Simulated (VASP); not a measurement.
# H7C4N in VASP: further runs

The runs below take H7C4N through single point, with PBE+D3(BJ).

Everything below comes from runs of VASP 6.6.1. Logs are shortened: lines on timing, memory, paths and dates and some standing lists are left out, and cuts for length are marked.

## (1) The cell of the first run

The cell holds an amorphous packing of atoms, 36 atoms: a = 7.974 Å, b = 7.974 Å, c = 7.974 Å, α = 90.00°, β = 90.00°, γ = 90.00°.

## (2) Single point, PBE+D3(BJ)

Input file INCAR:

```
  PREC = Accurate
  ENCUT = 520
  EDIFF = 1E-7
  ISMEAR = -1
  SIGMA = 0.05
  LREAL = Auto
  LASPH = True
  NELM = 100
  ALGO = Normal
  ISIF = 2
  LWAVE = False
  LCHARG = False
  GGA = PE
  IVDW = 12
  NBANDS = 66
```

Input file KPOINTS:

```
Automatic mesh
0
Gamma
  1 1 1
```

Input file POSCAR:

```
H7C4N
1.0
    7.9738730000      0.0000000000      0.0000000000
    0.0000000000      7.9738730000      0.0000000000
    0.0000000000      0.0000000000      7.9738730000
C H N
12 21 3
Direct
    0.1994890062      0.6230096717      0.7949085720
    0.2636234613      0.7722219805      0.7596183185
    0.8116382089      0.7067958068      0.0355661546
    0.8970421275      0.8287942384      0.1175965557
    0.6016398806      0.1637849010      1.0953773656
    0.7237511809      0.2746720446      1.0466306649
    0.3417160017      0.1377624148      0.4356603121
    0.2640373129      0.1874246053      0.5908922803
    0.4593125574      0.6471133914      0.2527128285
    0.3049082924      0.5503849886      0.2420404739
    0.9010552338      0.9660173921      0.6032952870
    0.7366307439      0.9086425129      0.5738114966
    0.1110125531      0.6237872111      0.9001272029
    0.2179242132      0.5009986991      0.7278144510
    0.2405606410      0.8832345336      0.8350521760
    0.3538681893      0.7950716045      0.6588768093
    0.8369834834      0.5790536167      0.0568230771
    0.7110471912      0.7363423019     -0.0477308831
    0.9902214394      0.7905192370      0.2161559383
    0.8465396928      0.9514071769      0.0864322770
    0.6207773813      0.0839491675      1.2061892634
    0.4769326023      0.1683247275      1.0454643559
    0.8405451153      0.2881284916      1.1110786440
    0.7060308084      0.3589598179      0.9400826926
    0.2607766640      0.1665313706      0.3288113568
    0.4574188729      0.2133216819      0.4428337396
    0.3692057799      0.0040005653      0.4436990657
    0.5570567778      0.5452055733      0.2464548909
    0.4842314394      0.7156497225      0.1426408472
    0.4803061197      0.7099059641      0.3754637176
    1.0005802701      0.8782933964      0.5625747990
    0.9107995575      1.0885174620      0.5247387311
    0.9149255324      0.9927923357      0.7314011648
    0.2095970177      0.2362089288      0.7158503779
    0.1889796840      0.4584597723      0.2326472970
    0.6027058620      0.8595321245      0.5444029520
```

Potentials or basis: VASP PAW PBE potentials, release 64 (C, H, N).

On the command line:

```console
cat potpaw_PBE.64/C/POTCAR potpaw_PBE.64/H/POTCAR potpaw_PBE.64/N/POTCAR > POTCAR
mpirun -np 1 vasp_gam > vasp.out
```

OUTCAR:

```text
PREC = Accurate
   ENCUT = 520
   EDIFF = 1E-7
   ISMEAR = -1
   LREAL = Auto
   LASPH = True
   NELM = 100
   ISIF = 2
   GGA = PE
   IVDW = 12
 IVDW          = 12

 ion  position               nearest neighbor table
   1  0.199  0.623  0.795-  13 1.10  14 1.12   2 1.33
   2  0.264  0.772  0.760-  15 1.09  16 1.09   1 1.33
   3  0.812  0.707  0.036-  17 1.05  18 1.07   4 1.36
   4  0.897  0.829  0.118-  20 1.09  19 1.12   3 1.36
   5  0.602  0.164  0.095-  22 1.07  21 1.10   6 1.37
   6  0.724  0.275  0.047-  23 1.07  24 1.09   5 1.37
   7  0.342  0.138  0.436-  27 1.09  25 1.09  26 1.10   8 1.44
   8  0.264  0.187  0.591-  34 1.15   7 1.44
   9  0.459  0.647  0.253-  29 1.05  30 1.11  28 1.13  10 1.46
  10  0.305  0.550  0.242-  35 1.18   9 1.46
  11  0.901  0.966  0.603-  33 1.05  31 1.11  32 1.16  12 1.41
  12  0.737  0.909  0.574-  36 1.16  11 1.41
  13  0.111  0.624  0.900-   1 1.10
  14  0.218  0.501  0.728-   1 1.12
  15  0.241  0.883  0.835-   2 1.09
  16  0.354  0.795  0.659-   2 1.09
  17  0.837  0.579  0.057-   3 1.05
[... 17 lines left out ...]
  35  0.189  0.458  0.233-  10 1.18
  36  0.603  0.860  0.544-  12 1.16

  LATTYP: Found a simple cubic cell.
 ALAT       =     7.9738730000

  Lattice vectors:

 A1 = (   7.9738730000,   0.0000000000,   0.0000000000)
 A2 = (   0.0000000000,   7.9738730000,   0.0000000000)
 A3 = (   0.0000000000,   0.0000000000,   7.9738730000)

Analysis of symmetry for initial positions (statically):
=====================================================================
 Subroutine PRICEL returns:
 Original cell was already a primitive cell.

 Routine SETGRP: Setting up the symmetry group for a
 simple cubic supercell.

 Subroutine GETGRP returns: Found  1 space group operations
 (whereof  1 operations were pure point group operations)
 out of a pool of 48 trial point group operations.

The static configuration has the point symmetry C_1 .

Analysis of symmetry for dynamics (positions and initial velocities):
=====================================================================
 Subroutine PRICEL returns:
 Original cell was already a primitive cell.

 Routine SETGRP: Setting up the symmetry group for a
 simple cubic supercell.

 Subroutine GETGRP returns: Found  1 space group operations
 (whereof  1 operations were pure point group operations)
 out of a pool of 48 trial point group operations.

[... 145 lines left out ...]
   LREAL  =      T    real-space projection
   EDIFFG = 0.1E-05   stopping-criterion for IOM
   NSW    =      0    number of steps for IOM
   IBRION =     -1    ionic relax: 0-MD 1-quasi-New 2-CG
   NFREE  =      0    steps in history (QN), initial steepest desc. (CG)
   ISIF   =      2    stress and relaxation
   ISYM   =      2    0-nonsym 1-usesym 2-fastsym
   POTIM  = 0.5000    time-step for ionic-motion
   TEBEG  =    0.0;   TEEND  =   0.0 temperature during run
   PSTRESS=    0.0 pullay stress
   NELECT =      84.0000    total number of electrons
   NUPDOWN=      -1.0000    fix difference up-down
   EMIN   =  10.00;   EMAX   =-10.00  energy-range for DOS
   EFERMI =   0.00;   METHOD = LEGACY
   ISMEAR =    -1;   SIGMA  =   0.05  broadening in eV -4-tet -1-fermi 0-gaus
   EFERMI_NEDOS =   21; number of points for ismear=-14 and -15
   IALGO  =     38    algorithm
   IMIX   =      4    mixing-type and parameters
     AMIX     =   0.40;   BMIX     =  1.00
     AMIX_MAG =   1.60;   BMIX_MAG =  1.00
  volume/ion in A,a.u.               =      14.08        95.04
  Fermi-wavevector in a.u.,A,eV,Ry     =   0.899150  1.699146 10.999902  0.808470
  Thomas-Fermi vector in A             =   2.021947
   LORBIT       =      0    0 simple, 1 ext, 2 COOP (PROOUT), +10 PAW based schemes
   GGA     = PE    functional components
   LHFCALC =     F    Hartree Fock is set to
   AEXX    =    0.0000 exact exchange contribution
   IVDW    =    12    specifies the selected vdW correction
   LEPSILON=     F    determine dielectric tensor
   LRPA    =     F    only Hartree local field effects (RPA)
 non-spin polarized calculation
  energy-cutoff  :      520.00
  volume of cell :      507.00
 maximum number of plane-waves:      6807
 NGX is ok and might be reduce to    60
   NGX = 29   NGY = 29   NGZ = 29

 number of electron      83.9999998 magnetization

 Free energy of the ion-electron system (eV)
  ---------------------------------------------------
  ext. energy  EPLUGINS =         0.00000000
  ---------------------------------------------------
  free energy    TOTEN  =      -205.52449690 eV

  energy without entropy =     -205.52449690  energy(sigma->0) =     -205.52449690

 E-fermi :  -2.2946     XC(G=0):  -5.9785

 val. band max:       -3.5362945742   @ k =   0.0000   0.0000   0.0000
 cond. band min:       1.1984445619   @ k =   0.0000   0.0000   0.0000
 fundamental gap:      4.7347391361
 Fermi energy:        -2.2946074988

 k-point     1 :       0.0000    0.0000    0.0000
  band No.  band energies     occupation
      1     -20.2333      2.00000
      2     -19.8690      2.00000
      3     -19.5194      2.00000
      4     -16.7239      2.00000
      5     -16.4221      2.00000
      6     -16.1979      2.00000
[... 46 lines left out ...]
     53       3.3617      0.00000
     54       3.5344      0.00000
 [bands above 54 left out]

------------------------ aborting loop because EDIFF is reached ----------------------------------------

 Edisp (eV)   -1.47220

 E8    (eV) :    -0.3452

  FORCE on cell =-STRESS in cart. coord.  units (eV):
  Direction    XX          YY          ZZ          XY          YZ          ZX
  --------------------------------------------------------------------------------------
  -------------------------------------------------------------------------------------
  Total       1.41282    -0.34449     2.47465    -1.27327     0.77407    -1.39447
  in kB       4.46467    -1.08863     7.82018    -4.02368     2.44615    -4.40670
  external pressure =        3.73 kB  Pullay stress =        0.00 kB

 VOLUME and BASIS-vectors are now :
 -----------------------------------------------------------------------------
  energy-cutoff  :      520.00
  volume of cell :      507.00
      direct lattice vectors                 reciprocal lattice vectors
     7.973873000  0.000000000  0.000000000     0.125409572  0.000000000  0.000000000
     0.000000000  7.973873000  0.000000000     0.000000000  0.125409572  0.000000000
     0.000000000  0.000000000  7.973873000     0.000000000  0.000000000  0.125409572

 POSITION                                       TOTAL-FORCE (eV/Angst)
 -----------------------------------------------------------------------------------
      1.59070      4.96780      6.33850        -0.732639     -0.517288      0.242891
      2.10210      6.15760      6.05710         0.952699      0.298154     -0.683671
      6.47190      5.63590      0.28360         1.021538      1.437431      1.013356
      7.15290      6.60870      0.93770        -0.922220     -1.635114     -0.283773
      4.79740      1.30600      0.76053         1.799189      1.419637      0.457810
      5.77110      2.19020      0.37183        -1.928632     -1.094135     -0.001278
[... 28 lines left out ...]
      1.50690      3.65570      1.85510         1.171657      1.196998      0.160485
      4.80590      6.85380      4.34100        -0.173785      0.031109      0.073479
 -----------------------------------------------------------------------------------
    total drift:                                0.007228      0.014197     -0.000849

  FREE ENERGIE OF THE ION-ELECTRON SYSTEM (eV)
  ---------------------------------------------------
  free  energy   TOTEN  =      -206.9966960279 eV

  energy  without entropy=     -206.9966960279  energy(sigma->0) =     -206.99669603
```

Run time: 49 s. Hardware: 1 thread of Intel Xeon Platinum 8488C (Sapphire Rapids), shared host; peak memory 0.47 GiB.

What came out:

```yaml
Free_energy: -206.9967 eV
Pressure: 0.4 GPa
Largest_force: 2.979 eV/Å
Band_gap_on_the_k_mesh: 4.73 eV
Dispersion_energy_per_atom: -0.041 eV
```

Forces in eV/Å, atoms in the order of the input:
```
C   -0.733 -0.517  0.243
C    0.953  0.298 -0.684
C    1.022  1.437  1.013
C   -0.922 -1.635 -0.284
C    1.799  1.420  0.458
C   -1.929 -1.094 -0.001
C    0.011  0.178  0.686
C   -0.044 -0.305 -0.817
C    0.353 -2.391  1.284
C   -1.252 -0.863 -0.078
C    0.819  1.605 -2.372
C   -0.694 -0.907 -0.346
H    0.078 -0.505 -0.058
H    0.037  1.016  0.377
H   -0.326  0.117  0.226
H   -0.080 -0.221  0.024
H    0.302 -1.321  0.161
H   -0.515  0.236 -0.681
H   -0.491  0.780 -0.813
H    0.756  0.598  0.556
H   -0.002  0.076 -0.284
H   -0.502 -0.187 -0.601
H    0.759 -0.206  0.318
H   -0.145 -0.066  0.019
H    0.177  0.234 -0.127
H    0.098 -0.319 -0.842
H    0.282 -0.111 -0.182
H   -0.227  0.476  0.173
H   -0.052  1.284 -1.025
H   -0.270  0.117 -0.657
H   -0.351  0.075  0.104
H    0.251 -1.231  1.059
H    0.462  0.535  1.624
N   -0.622  0.170  1.291
N    1.172  1.197  0.160
N   -0.174  0.031  0.073
```

Stress tensor (GPa, compression positive):
```
 0.45 -0.40 -0.44
-0.40 -0.11  0.24
-0.44  0.24  0.78
```

Caveat: the k points lie up to 0.79 Å⁻¹ apart.

## (3) Single point, PBE+D3(BJ)

Input file INCAR:

```
SYSTEM = H7C4N
ALGO = Normal ; EDIFF = 1E-6
ENCUT = 520 ; GGA = PE
ISIF = 2 ; ISMEAR = -1
IVDW = 12 ; LASPH = .True.
LCHARG = .True. ; LELF = .True.
LREAL = Auto ; LVHAR = .True.
LWAVE = .False. ; NBANDS = 66
NELM = 80 ; PREC = Accurate
SIGMA = 0.05
```

Input file KPOINTS:

```
k-points
0
Gamma
  1 1 1
  0 0 0
```

Input file POSCAR:

```
H7C4N
1.0
    7.9738730000      0.0000000000      0.0000000000
    0.0000000000      7.9738730000      0.0000000000
    0.0000000000      0.0000000000      7.9738730000
C H N
12 21 3
Direct
    0.2096220996      0.6390244741      0.8263111289
    0.2515339785      0.7923251348      0.7827438436
    0.8129800914      0.7217697097      0.0197645485
    0.8881756707      0.8257593267      0.1314793953
    0.6212037739      0.1936825430      1.1281218048
    0.7414966353      0.2613284661      1.0361088018
    0.3540939265      0.1442335487      0.4449155385
    0.2659309974      0.2054083380      0.5901398229
    0.4721294157      0.6411940596      0.2493643929
    0.3303288126      0.5354737905      0.2577292114
    0.8939319701      0.9869858725      0.6089010949
    0.7317397706      0.9150885649      0.5846719656
    0.1424151099      0.6143438703      0.9416252303
    0.2463169403      0.5312851108      0.7519557936
    0.2253359189      0.9015317901      0.8599585170
    0.3192676884      0.8145727929      0.6637677826
    0.8750076657      0.6080859326     -0.0116003854
    0.6983181197      0.7529465292     -0.0423884353
    1.0094592678      0.7933660343      0.1737173391
    0.8135444344      0.9415499846      0.1568497517
    0.6539732950      0.1397689680      1.2560521092
    0.4914675717      0.1705193950      1.0912263087
    0.8716216072      0.2688154176      1.0795005137
    0.7209670884      0.3072283695      0.9116899655
    0.2806540811      0.1716606221      0.3396467438
    0.4766065374      0.2036024401      0.4236962390
    0.3647161172      0.0053549887      0.4491669230
    0.5722814998      0.5497830226      0.2457149744
    0.4764435049      0.7113857971      0.1273534204
    0.5041715613      0.7360287780      0.3620448934
    1.0003419919      0.8911478776      0.5935007994
    0.9151512697      1.0771678957      0.5036824640
    0.9114140644      1.0548575328      0.7228231501
    0.2019094109      0.2232164972      0.7191486496
    0.2145130729      0.4501074948      0.2300889417
    0.5936512909      0.8704427572      0.5706511754
```

Potentials or basis: VASP PAW PBE potentials, release 64 (C, H, N).

On the command line:

```console
cat potpaw_PBE.64/C/POTCAR potpaw_PBE.64/H/POTCAR potpaw_PBE.64/N/POTCAR > POTCAR
mpirun -np 1 vasp_gam > vasp.out
```

Run time: 49 s. Hardware: 1 thread of Intel Xeon Platinum 8488C (Sapphire Rapids), shared host; peak memory 0.47 GiB.

It converged, with:

```
Free energy                : -206.9092 eV
Pressure                   : 0.7 GPa
Largest force              : 3.253 eV/Å
Band gap on the k mesh     : 4.94 eV
Dispersion energy per atom : -0.041 eV
```

Forces in eV/Å, atoms in the order of the input:
```
C   -0.065 -0.769  0.339
C    0.576  0.946 -0.919
C    1.128  1.122  1.248
C   -2.704  0.030 -1.809
C    0.113 -1.101  1.658
C    0.592 -0.013  0.122
C    0.436 -0.563  0.479
C    0.888 -0.874 -0.227
C    1.493  2.060  1.073
C   -1.587  0.094 -0.559
C    1.748 -0.669 -2.061
C   -0.199  0.114  0.515
H   -0.046 -0.183  0.221
H   -0.151 -0.197 -0.126
H   -0.168  0.163  0.012
H   -0.132  0.009  0.554
H    0.256 -0.923 -0.457
H   -0.687  0.082 -0.227
H    0.995  0.062  0.910
H    1.121 -0.424  0.287
H   -0.258  0.550 -1.086
H    0.042  0.306 -0.253
H   -0.139  0.062  0.088
H   -0.257  0.296 -0.704
H   -0.983  0.549 -1.655
H   -0.130 -0.120  0.330
H    0.231  0.519  0.311
H    1.010 -0.044 -0.056
H   -0.235 -0.377  0.665
H   -0.870 -1.664 -1.621
H   -1.127  0.711  0.398
H   -0.082 -0.178  0.394
H   -0.062  0.312  0.978
N   -0.695  0.554  0.898
N   -0.034 -0.110  0.470
N   -0.018 -0.331 -0.190
```

Stress tensor (GPa, compression positive):
```
 1.49  0.09 -0.31
 0.09  0.24 -0.49
-0.31 -0.49  0.39
```

Levels at points of the mesh, in eV from the valence-band top:
| k point | band 39 | band 40 | band 41 | band 42 | band 43 | band 44 | band 45 | band 46 |
| --- | --- | --- | --- | --- | --- | --- | --- | --- |
| (0.00, 0.00, 0.00) | -1.28 | -0.69 | -0.25 | 0.00 | 4.94 | 5.01 | 5.11 | 5.25 |

Caveat: the k points lie up to 0.79 Å⁻¹ apart.
